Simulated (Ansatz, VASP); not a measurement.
# One calculation of ZnO, two programs

INCAR

```
SYSTEM = ZnO
ALGO = Normal
EDIFF = 1E-6
ENCUT = 520
GGA = CA
ISIF = 2
ISMEAR = 0
LASPH = .TRUE.
LCHARG = .TRUE.
LELF = .TRUE.
LREAL = .FALSE.
LVHAR = .TRUE.
LWAVE = .FALSE.
NBANDS = 26
NELM = 60
PREC = Accurate
SIGMA = 0.01
```

The input KPOINTS:

```
k-points
0
G
  9 9 6
  0 0 0
```

File POSCAR:

```
ZnO
1.0
    3.1873357838      0.0000000000      0.0000000000
   -1.5936678919      2.7603137592      0.0000000000
    0.0000000000      0.0000000000      5.1528329312
Zn O
2 2
Direct
    0.3333333333      0.6666666667      0.0017883233
    0.6666666667      0.3333333333      0.5017883233
    0.3333333333      0.6666666667      0.3802116767
    0.6666666667      0.3333333333      0.8802116767
```

Input for Ansatz:

```yaml
crystal:
  lattice:
    - [3.1873357838, 0.0, 0.0]
    - [-1.5936678919, 2.7603137592, 0.0]
    - [0.0, 0.0, 5.1528329312]
  atoms:
    - { symbol: Zn, position: [0.3333333333, 0.6666666667, 0.0017883233] }
    - { symbol: Zn, position: [0.6666666667, 0.3333333333, 0.5017883233] }
    - { symbol: O, position: [0.3333333333, 0.6666666667, 0.3802116767] }
    - { symbol: O, position: [0.6666666667, 0.3333333333, 0.8802116767] }
basis:
  ecutwfc: 420
  xc_grid: 2
kpoints:
  mp_grid: { grid: [9, 9, 6] }
hamiltonian:
  xc: lda
  pseudopotentials: { kind: paw, azcp: { folder: soft_1 } }
scf:
  occupations: { method: fixed }
output:
  forces: true
  stress: true
  eigenvalues: true
  polarization: {}
```

Change from the starting cell: polar distortion scaled by 1.00.

Alike in both runs: task single point; functional LDA; k mesh 9 × 9 × 6; no spin polarisation.

|  | VASP | Ansatz |
| --- | --- | --- |
| version | VASP 6.6.1 | Ansatz 0.2.0 |
| potentials or method | VASP PAW LDA potentials, release 64 (Zn, O), cutoff 520 eV | scalar-relativistic, plane waves, PAW |
| occupations | gaussian, width 0.01 eV | fixed |
| valence electrons in the cell | 36 | 36 |

VASP gave:

* gap on the k mesh at the Fermi level (eV): 0.81
* least direct gap on the mesh (eV): 0.81
* pressure (GPa): 1.1

Task: What did Ansatz give for the same quantities?

Result: gap on the k mesh at the Fermi level (eV): 0.79; least direct gap on the mesh (eV): 0.79; pressure (GPa): 0.0.

Ansatz warns that its potentials were made for another functional, while VASP's fit it. LDA's correlation is that of Perdew and Zunger in VASP and of Perdew and Wang (1992) in Ansatz.
